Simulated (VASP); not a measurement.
Set up this calculation in VASP 6.6.1, as the native input.

* Task: G0W0 quasiparticle levels
* Functional: PBE
* Potentials or basis: VASP PAW PBE potentials, release 64 (Ba_sv_GW, S_GW)
* Cutoff: 500 eV
* k mesh: 4 × 4 × 4
* Occupations: gaussian, width 0.01 eV
* Spin: no spin polarisation
* Dipole correction: no
* GW scheme: G0W0
* GW iterations: 1
* Cutoff of the response function: 150
* Frequency points: 96
* Empty bands: 276
* Further INCAR settings: ALGO = EVGW0; EDIFF = 1e-08; NBANDS = 284

BaS:

```
Ba S
1.0
     0.00000    3.21180    3.21180
     3.21180    0.00000    3.21180
     3.21180    3.21180    0.00000
Ba S
1 1
Direct
  0.00000 0.00000 0.00000
  0.50000 0.50000 0.50000
```

These files were run (other wordings do the same):

POSCAR

```
BaS
1.0
    0.0000000000      3.2117958739      3.2117958739
    3.2117958739      0.0000000000      3.2117958739
    3.2117958739      3.2117958739      0.0000000000
Ba S
1 1
Direct
    0.0000000000      0.0000000000      0.0000000000
    0.5000000000      0.5000000000      0.5000000000
```

INCAR.step1

```
SYSTEM = BaS
  ALGO = Normal
  EDIFF = 1E-8
  ENCUT = 500
  GGA = PE
  ISMEAR = 0
  LASPH = .True.
  LCHARG = .False.
  LREAL = .False.
  LWAVE = .True.
  NELM = 80
  PREC = Accurate
  SIGMA = 0.01
```

INCAR.step2

```
SYSTEM = BaS
  ALGO = Exact
  EDIFF = 1E-8
  ENCUT = 500
  GGA = PE
  ISMEAR = 0
  ISTART = 1
  LASPH = .True.
  LCHARG = .False.
  LOPTICS = .True.
  LREAL = .False.
  LWAVE = .True.
  NBANDS = 284
  NELM = 1
  PREC = Accurate
  SIGMA = 0.01
```

INCAR.step3

```
SYSTEM = BaS
  ALGO = EVGW0
  EDIFF = 1E-8
  ENCUT = 500
  ENCUTGW = 150.0
  GGA = PE
  ISMEAR = 0
  ISTART = 1
  LASPH = .True.
  LCHARG = .False.
  LREAL = .False.
  LWAVE = .False.
  NBANDS = 284
  NBANDSGW = 16
  NELMGW = 1
  NOMEGA = 96
  OMEGAMAX = 30
  PREC = Accurate
  PRECFOCK = Fast
  SIGMA = 0.01
```

KPOINTS

```
k-points
0
Gamma
  4 4 4
  0 0 0
```

Potentials or basis: VASP PAW PBE potentials, release 64 (Ba_sv_GW, S_GW).

The run is started by

```console
$ cat potpaw_PBE.64/Ba_sv_GW/POTCAR potpaw_PBE.64/S_GW/POTCAR > POTCAR
$ cp INCAR.step1 INCAR
$ mpirun -np 1 vasp_std > vasp.out
$ cp INCAR.step2 INCAR
$ mpirun -np 1 vasp_std > vasp.out
$ cp INCAR.step3 INCAR
$ mpirun -np 1 vasp_std > vasp.out
```

Results of the run:

* Quasiparticle gap: 3.50 eV
* Least direct quasiparticle gap: 3.64 eV
* Band gap of the starting levels on the mesh: 2.23 eV
* Least direct gap of the starting levels on the mesh: 2.34 eV

Caveat: the k points lie up to 0.42 Å⁻¹ apart; bands, screening cutoff and mesh are small and nothing is extrapolated, so the quasiparticle values aren't converged; spin-orbit coupling is left out, which moves the levels of the heavy elements.

Wall time 12 min on 1 thread of Intel Xeon 8259CL, with other jobs on the host, peak memory 0.97 GiB.
